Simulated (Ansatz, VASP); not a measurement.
## One calculation of CsBr, two programs

File INCAR:

```
SYSTEM = CsBr
PREC = Accurate
ENCUT = 500
EDIFF = 1E-6
ISMEAR = 0
SIGMA = 0.01
LREAL = .FALSE.
LASPH = .TRUE.
NELM = 200
ALGO = Normal
ISIF = 2
LWAVE = .FALSE.
LCHARG = .FALSE.
MAGMOM = 0 0 0 0 0 0
LORBIT = 11
LSORBIT = .TRUE.
GGA_COMPAT = .FALSE.
LORBMOM = .TRUE.
GGA = PS
NBANDS = 28
```

Contents of KPOINTS:

```
regular mesh
0
G
  6 6 6
  0 0 0
```

POSCAR

```
CsBr
1.0
    4.2189712071      0.0000000000      0.0000000000
    0.0000000000      4.2189712071      0.0000000000
    0.0000000000      0.0000000000      4.2189712071
Cs Br
1 1
Direct
    0.0000000000      0.0000000000      0.0000000000
    0.5000000000      0.5000000000      0.5000000000
```

Input for Ansatz:

```yaml
crystal:
  lattice:
    - [4.21897120707, 0.0, 0.0]
    - [0.0, 4.21897120707, 0.0]
    - [0.0, 0.0, 4.21897120707]
  atoms:
    - { symbol: Cs, position: [0.0, 0.0, 0.0] }
    - { symbol: Br, position: [0.5, 0.5, 0.5] }
kpoints:
  mp_grid: { grid: [6, 6, 6] }
scf:
  occupations: { method: fixed }
  convergence: { dr2_threshold: 1.0e-10 }
hamiltonian:
  xc: pbesol
  pseudopotentials: { kind: all_electron, lapw: { basis_error: 0.0005 } }
magnetization:
  noncollinear: true
  spin_orbit: true
output:
  forces: true
  stress: true
  eigenstates:
    kpoints:
      - [0.0, 0.0, 0.0]
      - [0.0, 0.5, 0.5]
      - [0.5, 0.0, 0.5]
      - [0.5, 0.5, 0.0]
      - [-0.5, -0.5, -0.5]
      - [0.0, -0.5, 0.0]
      - [0.0, 0.0, -0.5]
      - [-0.5, 0.0, 0.0]
  eigenvalues: true
```

Alike in both runs: task single point; functional PBEsol; k mesh 6 × 6 × 6; non-collinear spin, spin-orbit coupling.

```csv
,VASP,Ansatz
version,VASP 6.6.1,Ansatz 0.2.0
potentials or method,"VASP PAW PBE potentials, release 64 (Cs_sv, Br), cutoff 500 eV",all-electron LAPW
occupations,"gaussian, width 0.01 eV",fixed
```

```csv
,VASP,Ansatz,Ansatz less VASP
pressure (GPa),0.3,0.3,-0.06
```

VASP's potentials were made for PBE, not for PBEsol. Ansatz ran all-electron here, and VASP with PAW potentials.
